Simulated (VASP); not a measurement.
# LiF (P6_3mc) in VASP: notebook, part 3 of 3

VASP 6.6.1.

## (4) Single point, r2SCAN

POSCAR reads:

```
LiF
1.0
    3.0810126255      0.0000000000      0.0000000000
   -1.5405063128      2.6682352031      0.0000000000
    0.0000000000      0.0000000000      4.7853430406
Li F
2 2
Direct
    0.3333333333      0.6666666667     -0.0074305281
    0.6666666667      0.3333333333      0.4925694719
    0.3333333333      0.6666666667      0.3824305281
    0.6666666667      0.3333333333      0.8824305281
```

INCAR.step1 reads:

```
PREC     = Accurate       # precision mode
ENCUT    = 520            # plane-wave cutoff, eV
ISMEAR   = 0              # smearing method
SIGMA    = 0.01           # smearing width, eV
LREAL    = F              # projectors in reciprocal space
LASPH    = T              # aspherical terms in the spheres
NELM     = 100            # most SCF steps
NBANDS   = 18             # bands
GGA      = PE             # functional
ALGO     = Normal         # electronic algorithm
EDIFF    = 1E-4           # SCF threshold, eV
LWAVE    = T              # write WAVECAR
LCHARG   = F              # write CHGCAR
```

INCAR.step2 reads:

```
PREC     = Accurate       # precision mode
ENCUT    = 520            # plane-wave cutoff, eV
EDIFF    = 1E-6           # SCF threshold, eV
ISMEAR   = 0              # smearing method
SIGMA    = 0.01           # smearing width, eV
LREAL    = F              # projectors in reciprocal space
LASPH    = T              # aspherical terms in the spheres
NELM     = 100            # most SCF steps
ALGO     = Normal         # electronic algorithm
ISIF     = 2              # what is computed and relaxed
LWAVE    = F              # write WAVECAR
LCHARG   = F              # write CHGCAR
METAGGA  = R2SCAN         # meta-GGA
LMIXTAU  = T            
NBANDS   = 18             # bands
ISTART   = 1
```

KPOINTS reads:

```
Automatic mesh
0
Gamma
  6 6 4
```

Potentials or basis: VASP PAW PBE potentials, release 64 (Li_sv, F).

Run with:

```bash
> cat potpaw_PBE.64/Li_sv/POTCAR potpaw_PBE.64/F/POTCAR > POTCAR
> cp INCAR.step1 INCAR
> mpirun -np 1 vasp_std > vasp.out
> cp INCAR.step2 INCAR
> mpirun -np 1 vasp_std > vasp.out
```

OUTCAR:

```text
PREC = Accurate
   ENCUT = 520
   EDIFF = 1E-6
   ISMEAR = 0
   LREAL = F
   LASPH = T
   NELM = 100
   ISIF = 2
   METAGGA = R2SCAN
   ISTART = 1

 ion  position               nearest neighbor table
   1  0.333  0.667  0.993-   4 1.86   4 1.86   4 1.86   3 1.87
   2  0.667  0.333  0.493-   3 1.86   3 1.86   3 1.86   4 1.87
   3  0.333  0.667  0.382-   2 1.86   2 1.86   2 1.86   1 1.87
   4  0.667  0.333  0.882-   1 1.86   1 1.86   1 1.86   2 1.87

  LATTYP: Found a hexagonal cell.
 ALAT       =     3.0810126255
 C/A-ratio  =     1.5531721620

  Lattice vectors:

 A1 = (   3.0810126255,   0.0000000000,   0.0000000000)
 A2 = (  -1.5405063128,   2.6682352031,   0.0000000000)
 A3 = (   0.0000000000,   0.0000000000,   4.7853430406)

Analysis of symmetry for initial positions (statically):
=====================================================================
 Subroutine PRICEL returns:
 Original cell was already a primitive cell.

 Routine SETGRP: Setting up the symmetry group for a
 hexagonal supercell.

 Subroutine GETGRP returns: Found 12 space group operations
 (whereof  6 operations were pure point group operations)
 out of a pool of 24 trial point group operations.

The static configuration has the point symmetry C_3v.
 The point group associated with its full space group is C_6v.

Analysis of symmetry for dynamics (positions and initial velocities):
=====================================================================
 Subroutine PRICEL returns:
 Original cell was already a primitive cell.

 Routine SETGRP: Setting up the symmetry group for a
 hexagonal supercell.

 Subroutine GETGRP returns: Found 12 space group operations
 (whereof  6 operations were pure point group operations)
 out of a pool of 24 trial point group operations.

The dynamic configuration has the point symmetry C_3v.
 The point group associated with its full space group is C_6v.

 Subroutine INISYM returns: Found 12 space group operations
 (whereof  6 operations are pure point group operations),
 and found     1 'primitive' translations

----------------------------------------------------------------------------------------

                                     Primitive cell

  volume of cell :      39.3397

  direct lattice vectors                    reciprocal lattice vectors
     3.081012626  0.000000000  0.000000000     0.324568615  0.187389777  0.000000000
    -1.540506313  2.668235203  0.000000000     0.000000000  0.374779554  0.000000000
     0.000000000  0.000000000  4.785343041     0.000000000  0.000000000  0.208971435

  length of vectors
     3.081012626  3.081012626  4.785343041     0.374779554  0.374779554  0.208971435

  position of ions in fractional coordinates (direct lattice)
     0.333333333  0.666666667  0.992569472
     0.666666667  0.333333333  0.492569472
     0.333333333  0.666666667  0.382430528
     0.666666667  0.333333333  0.882430528

  ion indices of the primitive-cell ions
   primitive index   ion index
                 1           1
                 2           2
                 3           3
                 4           4

[... 21 lines left out ...]
 Subroutine IBZKPT returns following result:
 ===========================================

 Found     21 irreducible k-points:

 Following reciprocal coordinates:
            Coordinates               Weight
  0.000000  0.000000  0.000000      1.000000
  0.166667  0.000000  0.000000      6.000000
  0.333333  0.000000  0.000000      6.000000
  0.500000  0.000000  0.000000      3.000000
  0.166667  0.166667  0.000000      6.000000
  0.333333  0.166667  0.000000     12.000000
[... 13 lines left out ...]
  0.333333  0.166667  0.500000     12.000000
  0.333333  0.333333  0.500000      2.000000
   k-points           NKPTS =     21   k-points in BZ     NKDIM =     21   number of bands    NBANDS=     18
   number of dos      NEDOS =    301   number of ions     NIONS =      4
   total plane-waves  NPLWV =  20736
   dimension x,y,z NGX =    24 NGY =   24 NGZ =   36
   dimension x,y,z NGXF=    48 NGYF=   48 NGZF=   72
   ions per type =               2   2
   NGX,Y,Z   is equivalent  to a cutoff of  12.95, 12.95, 12.51 a.u.
   NGXF,Y,Z  is equivalent  to a cutoff of  25.90, 25.90, 25.01 a.u.
 SYSTEM =  unknown system
   PREC   = accura    normal or accurate (medium, high low for compatibility)
   ISTART =      1    job   : 0-new  1-cont  2-samecut
   ICHARG =      0    charge: 1-file 2-atom 10-const
   ISPIN  =      1    spin polarized calculation?
   LNONCOLLINEAR =      F non collinear calculations
   LSORBIT =      F    spin-orbit coupling
   LASPH  =      T    aspherical Exc in radial PAW
   ENCUT  =  520.0 eV  38.22 Ry    6.18 a.u.   5.73  5.73  8.90*2*pi/ulx,y,z
   NELM   =    100;   NELMIN=  2; NELMDL=  0     # of ELM steps
   EDIFF  = 0.1E-05   stopping-criterion for ELM
   LREAL  =      F    real-space projection
   EDIFFG = 0.1E-04   stopping-criterion for IOM
   NSW    =      0    number of steps for IOM
   IBRION =     -1    ionic relax: 0-MD 1-quasi-New 2-CG
   NFREE  =      0    steps in history (QN), initial steepest desc. (CG)
   ISIF   =      2    stress and relaxation
   ISYM   =      2    0-nonsym 1-usesym 2-fastsym
   POTIM  = 0.5000    time-step for ionic-motion
   TEBEG  =    0.0;   TEEND  =   0.0 temperature during run
   PSTRESS=    0.0 pullay stress
   NELECT =      20.0000    total number of electrons
   NUPDOWN=      -1.0000    fix difference up-down
   EMIN   =  10.00;   EMAX   =-10.00  energy-range for DOS
   EFERMI =   0.00;   METHOD = LEGACY
   ISMEAR =     0;   SIGMA  =   0.01  broadening in eV -4-tet -1-fermi 0-gaus
   EFERMI_NEDOS =   21; number of points for ismear=-14 and -15
   IALGO  =     38    algorithm
   IMIX   =      4    mixing-type and parameters
     AMIX     =   0.40;   BMIX     =  1.00
     AMIX_MAG =   1.60;   BMIX_MAG =  1.00
  volume/ion in A,a.u.               =       9.83        66.37
  Fermi-wavevector in a.u.,A,eV,Ry     =   1.306596  2.469108 23.227767  1.707193
  Thomas-Fermi vector in A             =   2.437387
   LORBIT       =      0    0 simple, 1 ext, 2 COOP (PROOUT), +10 PAW based schemes
   METAGGA = R2SCAN    functional components
   LHFCALC =     F    Hartree Fock is set to
   AEXX    =    0.0000 exact exchange contribution
   IVDW    =     0    specifies the selected vdW correction
   LEPSILON=     F    determine dielectric tensor
   LRPA    =     F    only Hartree local field effects (RPA)
 non-spin polarized calculation
 Gauss-broadening in eV      SIGMA  =   0.01
  energy-cutoff  :      520.00
  volume of cell :       39.34
 maximum number of plane-waves:      1085
 NGX is ok and might be reduce to    24
   NGX = 11   NGY = 11   NGZ = 17

 number of electron      20.0000014 magnetization

 Free energy of the ion-electron system (eV)
  ---------------------------------------------------
  ext. energy  EPLUGINS =         0.00000000
  ---------------------------------------------------
  free energy    TOTEN  =       -23.65882787 eV

  energy without entropy =      -23.65882787  energy(sigma->0) =      -23.65882787

 E-fermi :  -2.9481     XC(G=0):  -9.4026

 val. band max:       -3.0262317022   @ k =   0.0000   0.0000   0.0000
 cond. band min:       5.6502055122   @ k =   0.0000   0.0000   0.0000
 fundamental gap:      8.6764372144
 Fermi energy:        -2.9480763730

 k-point     1 :       0.0000    0.0000    0.0000
  band No.  band energies     occupation
      1     -44.5905      2.00000
      2     -44.5468      2.00000
      3     -23.6236      2.00000
      4     -23.3914      2.00000
      5      -5.2183      2.00000
      6      -3.5432      2.00000
[... 418 lines left out ...]
      5      -4.6195      2.00000
      6      -4.6195      2.00000
[... 10 lines left out ...]
     17      19.9231      0.00000
     18      19.9231      0.00000

------------------------ aborting loop because EDIFF is reached ----------------------------------------

  FORCE on cell =-STRESS in cart. coord.  units (eV):
  Direction    XX          YY          ZZ          XY          YZ          ZX
  --------------------------------------------------------------------------------------
  -------------------------------------------------------------------------------------
  Total       -0.0755236     -0.0755236     -0.0674276      0.0000000      0.0000000      0.0000000
  in kB       -3.0758328     -3.0758328     -2.7461080      0.0000000      0.0000000      0.0000000
  external PRESSURE =      -2.9659246 kB  Pullay stress =       0.0000000 kB

 VOLUME and BASIS-vectors are now :
 -----------------------------------------------------------------------------
  energy-cutoff  :      520.00
  volume of cell :       39.34
      direct lattice vectors                 reciprocal lattice vectors
     3.081012626  0.000000000  0.000000000     0.324568615  0.187389777  0.000000000
    -1.540506313  2.668235203  0.000000000     0.000000000  0.374779554  0.000000000
     0.000000000  0.000000000  4.785343041     0.000000000  0.000000000  0.208971435

 POSITION                                       TOTAL-FORCE (eV/Angst)
 -----------------------------------------------------------------------------------
     -0.00000      1.77882      4.74979        -0.000000      0.000000     -0.003385
      1.54051      0.88941      2.35711        -0.000000     -0.000000     -0.003385
     -0.00000      1.77882      1.83006        -0.000000     -0.000000      0.003385
      1.54051      0.88941      4.22273         0.000000      0.000000      0.003385
 -----------------------------------------------------------------------------------
    total drift:                               -0.000001     -0.000001     -0.057022

  FREE ENERGIE OF THE ION-ELECTRON SYSTEM (eV)
  ---------------------------------------------------
  free  energy   TOTEN  =       -23.6588278667 eV

  energy  without entropy=      -23.6588278667  energy(sigma->0) =      -23.65882787
```

It took 73 s on 1 thread of Intel Xeon 8259CL, shared host; peak memory 0.16 GiB.

Results:

```
Free energy            : -23.6588 eV
Largest force          : 0.003 eV/Å
Band gap on the k mesh : 8.68 eV
```

Forces on the atoms (eV/Å):
```
Li   0.000  0.000 -0.003
Li   0.000  0.000 -0.003
F    0.000  0.000  0.003
F    0.000  0.000  0.003
```

Levels at points of the mesh, in eV from the valence-band top:
```csv
k point,band 8,band 9,band 10,band 11,band 12,band 13
"(0.00, 0.00, 0.00)",-0.19,-0.19,0.00,8.68,13.10,16.53
"(0.50, 0.00, 0.00)",-1.05,-0.55,-0.41,12.04,13.20,15.96
"(0.00, 0.00, 0.50)",-0.35,-0.35,-0.35,10.41,10.41,19.04
"(0.50, 0.00, 0.50)",-0.74,-0.57,-0.57,12.06,12.06,16.04
```

Caveat: the cutoff is under 1.25 times the usual one of these potentials, so pressure, stress and relaxed cells hold a basis-set (Pulay) error; the PAW data sets were made with another functional, which shifts forces and pressure a little.

## (5) Single point, PBE

INCAR reads:

```
SYSTEM = LiF
PREC = Accurate
ENCUT = 520
EDIFF = 1E-7
ISMEAR = 0
SIGMA = 0.01
LREAL = .FALSE.
LASPH = .TRUE.
NELM = 100
ALGO = Normal
ISIF = 2
LWAVE = .FALSE.
LCHARG = .FALSE.
GGA = PE
NBANDS = 18
```

KPOINTS reads:

```
Automatic mesh
0
G
  9 9 4
  0 0 0
```

POSCAR is that of step 4.

Potentials or basis: VASP PAW PBE potentials, release 64 (Li_sv, F).

Run with:

```bash
> cat potpaw_PBE.64/Li_sv/POTCAR potpaw_PBE.64/F/POTCAR > POTCAR
> mpirun -np 1 vasp_std > vasp.out
```

OUTCAR:

```text
SYSTEM = LiF
   PREC = Accurate
   ENCUT = 520
   EDIFF = 1E-7
   ISMEAR = 0
   LREAL = .FALSE.
   LASPH = .TRUE.
   NELM = 100
   ISIF = 2
   GGA = PE

 ion  position               nearest neighbor table
   1  0.333  0.667  0.993-   4 1.86   4 1.86   4 1.86   3 1.87
   2  0.667  0.333  0.493-   3 1.86   3 1.86   3 1.86   4 1.87
   3  0.333  0.667  0.382-   2 1.86   2 1.86   2 1.86   1 1.87
   4  0.667  0.333  0.882-   1 1.86   1 1.86   1 1.86   2 1.87

  LATTYP: Found a hexagonal cell.
 ALAT       =     3.0810126255
 C/A-ratio  =     1.5531721620

  Lattice vectors:

 A1 = (   3.0810126255,   0.0000000000,   0.0000000000)
 A2 = (  -1.5405063128,   2.6682352031,   0.0000000000)
 A3 = (   0.0000000000,   0.0000000000,   4.7853430406)

Analysis of symmetry for initial positions (statically):
=====================================================================
 Subroutine PRICEL returns:
 Original cell was already a primitive cell.

 Routine SETGRP: Setting up the symmetry group for a
 hexagonal supercell.

 Subroutine GETGRP returns: Found 12 space group operations
[... 167 lines left out ...]
  ---------------------------------------------------
  free energy    TOTEN  =       -19.27825698 eV

  energy without entropy =      -19.27825698  energy(sigma->0) =      -19.27825698

 E-fermi :  -2.3448     XC(G=0):  -8.8754

 val. band max:       -2.4014909712   @ k =   0.0000   0.0000   0.0000
 cond. band min:       5.4371571442   @ k =   0.0000   0.0000   0.0000
 fundamental gap:      7.8386481154
 Fermi energy:        -2.3447952372

 k-point     1 :       0.0000    0.0000    0.0000
  band No.  band energies     occupation
      1     -42.8394      2.00000
      2     -42.7959      2.00000
      3     -21.8812      2.00000
      4     -21.6301      2.00000
      5      -4.6199      2.00000
      6      -2.9174      2.00000
[... 481 lines left out ...]
      5      -4.3653      2.00000
      6      -3.6961      2.00000
[... 10 lines left out ...]
     17      16.8858      0.00000
     18      18.8478      0.00000

 [... further k-points ...]
[... 5 lines left out ...]
  --------------------------------------------------------------------------------------
  -------------------------------------------------------------------------------------
  Total        0.6916887      0.6916887      0.7074584     -0.0000000      0.0000000      0.0000000
  in kB       28.1702434     28.1702434     28.8124941     -0.0000000      0.0000000      0.0000000
  external PRESSURE =      28.3843269 kB  Pullay stress =       0.0000000 kB

 VOLUME and BASIS-vectors are now :
 -----------------------------------------------------------------------------
  energy-cutoff  :      520.00
  volume of cell :       39.34
      direct lattice vectors                 reciprocal lattice vectors
     3.081012626  0.000000000  0.000000000     0.324568615  0.187389777  0.000000000
    -1.540506313  2.668235203  0.000000000     0.000000000  0.374779554  0.000000000
     0.000000000  0.000000000  4.785343041     0.000000000  0.000000000  0.208971435

 POSITION                                       TOTAL-FORCE (eV/Angst)
 -----------------------------------------------------------------------------------
     -0.00000      1.77882      4.74979        -0.000000     -0.000000     -0.002960
      1.54051      0.88941      2.35711        -0.000000     -0.000000     -0.002960
     -0.00000      1.77882      1.83006         0.000000      0.000000      0.002960
      1.54051      0.88941      4.22273         0.000000      0.000000      0.002960
 -----------------------------------------------------------------------------------
    total drift:                               -0.000001     -0.000001      0.005240

  FREE ENERGIE OF THE ION-ELECTRON SYSTEM (eV)
  ---------------------------------------------------
  free  energy   TOTEN  =       -19.2782569850 eV

  energy  without entropy=      -19.2782569850  energy(sigma->0) =      -19.27825698
```

stdout:

```text
POSCAR found type information on POSCAR LiF
 POSCAR found :  2 types and       4 ions
 scaLAPACK will be used
 LDA part: xc-table for (Slater+PW92), standard interpolation
 POSCAR, INCAR and KPOINTS ok, starting setup
 FFT: planning ... GRIDC
 FFT: planning ... GRID_SOFT
 FFT: planning ... GRID
 WAVECAR not read
 entering main loop
```

It took 29 s on 1 thread of Intel Xeon 8259CL, shared host; peak memory 0.16 GiB.

Results:

| Property | Result |
| --- | --- |
| Free energy | -19.2783 eV |
| Band gap on the k mesh | 7.84 eV |

Forces on the atoms (eV/Å):
```
Li   0.000  0.000 -0.003
Li   0.000  0.000 -0.003
F    0.000  0.000  0.003
F    0.000  0.000  0.003
```

Levels at points of the mesh, in eV from the valence-band top:
| k point | band 8 | band 9 | band 10 | band 11 | band 12 | band 13 |
| --- | --- | --- | --- | --- | --- | --- |
| (0.00, 0.00, 0.00) | -0.18 | -0.18 | 0.00 | 7.84 | 12.17 | 15.40 |
| (0.00, 0.00, 0.50) | -0.35 | -0.35 | -0.35 | 9.56 | 9.56 | 17.78 |

Caveat: the cutoff is under 1.25 times the usual one of these potentials, so pressure, stress and relaxed cells hold a basis-set (Pulay) error; an odd mesh through Γ misses points on the zone boundary, where band edges can lie.

## (6) The runs side by side

| level | potentials or basis | k mesh | gap on the mesh (eV) |
| --- | --- | --- | --- |
| PBE | VASP PAW PBE potentials, release 64 (Li_sv, F) | 6 × 6 × 4 | 7.84 |
| LDA | VASP PAW LDA potentials, release 64 (Li_sv, F) | 6 × 6 × 4 | 7.52 |
| r2SCAN | VASP PAW PBE potentials, release 64 (Li_sv, F) | 6 × 6 × 4 | 8.68 |
| PBE | VASP PAW PBE potentials, release 64 (Li_sv, F) | 9 × 9 × 4 | 7.84 |

Alike in all rows: task single point; no spin polarisation; cell as given; cutoff (eV) 520; smearing gaussian 0.01 eV.

Caveats: the cutoff is under 1.25 times the usual one of these potentials, so pressure, stress and relaxed cells hold a basis-set (Pulay) error; the PAW data sets were made with another functional, which shifts forces and pressure a little (at least some runs); an odd mesh through Γ misses points on the zone boundary, where band edges can lie (at least some runs).

Absolute energies hang on the potentials; compare differences alone.
